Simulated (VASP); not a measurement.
The system is InAs.

```xyz
2
Lattice="0.0000 3.0539 3.0539 3.0539 0.0000 3.0539 3.0539 3.0539 0.0000" Properties=species:S:1:pos:R:3 pbc="T T T"
In    0.0000    0.0000    0.0000
As    4.5809    4.5809    4.5809
```

Base run:

* Program: VASP 6.6.1
* Functional: PBE
* Dispersion: D3(BJ)
* Potentials or basis: VASP PAW PBE potentials, release 64 (In_d, As)
* Cutoff: 520 eV
* k mesh: 10 × 10 × 10
* Occupations: fermi-dirac, width 0.08 eV
* Spin: no spin polarisation

Its results: band gap on the k mesh zero (filled and empty bands touch); pressure 0.1 GPa.

Task: The run is repeated on the same cell with these changes: dispersion from D3(BJ) to none. What comes out?

Result: Band gap on the k mesh zero (filled and empty bands touch); pressure 2.1 GPa.

Dispersion adds attraction, which lowers the pressure at fixed volume and, as a term added to the energy, leaves the levels alone.

Caveats: semilocal functionals underestimate gaps, so a narrow gap can read as zero; spin-orbit coupling is left out, which moves the levels of the heavy elements; three body term missing (at least some runs).
